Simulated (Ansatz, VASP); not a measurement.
One calculation of Ni, two programs

INCAR

```
SYSTEM = Ni
PREC     = Accurate       ! precision mode
ENCUT    = 520            ! plane-wave cutoff, eV
EDIFF    = 1E-8           ! SCF threshold, eV
ISMEAR   = -1             ! smearing method
SIGMA    = 0.05           ! smearing width, eV
LREAL    = .False.        ! projectors in reciprocal space
LASPH    = .True.         ! aspherical terms in the spheres
NELM     = 150            ! most SCF steps
ALGO     = Normal         ! electronic algorithm
ISIF     = 2              ! what is computed and relaxed
LWAVE    = .False.        ! write WAVECAR
LCHARG   = .False.        ! write CHGCAR
ISPIN    = 2              ! spin polarisation
MAGMOM   = 1.5            ! initial moments
LORBIT   = 11             ! projections on sites
LMAXMIX  = 4              ! l up to which the mixer works
GGA      = PE             ! functional
LEFG     = .True.       
NBANDS   = 15             ! bands
```

KPOINTS

```
regular mesh
0
Gamma
  20 20 20
  0 0 0
```

POSCAR

```
Ni
1.0
    0.0000000000      1.7502705000      1.7679500000
    1.7502705000      0.0000000000      1.7679500000
    1.7502705000      1.7502705000      0.0000000000
Ni
1
Direct
    0.0000000000      0.0000000000      0.0000000000
```

Input for Ansatz:

```yaml
crystal:
  lattice:
    - [0.0, 1.7502705, 1.76795]
    - [1.7502705, 0.0, 1.76795]
    - [1.7502705, 1.7502705, 0.0]
  atoms:
    - { symbol: Ni, position: [0.0, 0.0, 0.0], spin: 1.5 }
magnetization:
  spin_polarized: true
kpoints:
  mp_grid: { grid: [20, 20, 20] }
scf:
  occupations: { method: fermi_dirac, width: 0.05 }
hamiltonian:
  xc: pbe
  pseudopotentials: { kind: all_electron, datasets: crystal }
output:
  forces: true
  stress: true
  eigenvalues: true
  efg: { contact_densities: true }
```

Change from the starting cell: equal xx and yy strain of -1 %, crystal datasets.

Alike in both runs: task electric field gradients; functional PBE; k mesh 20 × 20 × 20; occupations fermi-dirac, width 0.05 eV; collinear spin.

|  | VASP | Ansatz |
| --- | --- | --- |
| version | VASP 6.6.1 | Ansatz 0.2.0 |
| potentials or method | VASP PAW PBE potentials, release 64 (Ni), cutoff 520 eV | all-electron PAW with datasets made for the crystal, scalar-relativistic |

|  | VASP | Ansatz | Ansatz less VASP |
| --- | --- | --- | --- |
| pressure (GPa) | 1.1 | 1.1 | +0.04 |
| traceless stress, the component that is largest in VASP (GPa) | -0.80 | -0.84 | -0.040 |
| net moment per atom (μB) | 0.63 | 0.64 | +0.010 |
| size of the moment on the site where the two differ most (μB) | 0.64 | 0.68 | +0.038 |
| size of Vzz on the site where it differs most (V/Å²) | 0.8 | 0.7 | -0.12 |

Site moments also hang on the region over which each program counts them. Ansatz ran all-electron here, and VASP with PAW potentials. Ansatz's warnings: printed levels off.
